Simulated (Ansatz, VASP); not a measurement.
## One calculation of As, two programs

```
CELL_PARAMETERS angstrom
2.70368 0.00000 -0.02704
0.00000 2.70368 0.00000
-0.02704 0.00000 2.70368
ATOMIC_POSITIONS crystal
As 0.50000 0.50000 0.50000
```

Change from the starting cell: strain -0.0200 x Voigt [0, 0, 0, 0, 1, 0], atoms carried along.

Alike in both runs: task single point; functional PBEsol; k mesh 18 × 18 × 18; occupations gaussian, width 0.15 eV; no spin polarisation.

|  | VASP | Ansatz |
| --- | --- | --- |
| version | VASP 6.6.1 | Ansatz 0.2.0 |
| potentials or method | VASP PAW PBE potentials, release 64 (As), cutoff 520 eV | scalar-relativistic, plane waves, PAW |
| valence electrons in the cell | 5 | 15 |

|  | VASP | Ansatz | Ansatz less VASP |
| --- | --- | --- | --- |
| gap on the k mesh at the Fermi level (eV) | none | none | - |
| pressure (GPa) | -0.8 | -1.1 | -0.30 |
| traceless stress, the component that is largest in VASP (GPa) | 0.50 | 0.50 | +0.007 |

VASP's potentials were made for PBE, not for PBEsol. A gap of «none» marks a metal or a gap that the smearing closes. VASP's potentials hold 5 valence electrons a cell and Ansatz's 15, so a difference there can come from the potentials and not from the codes.
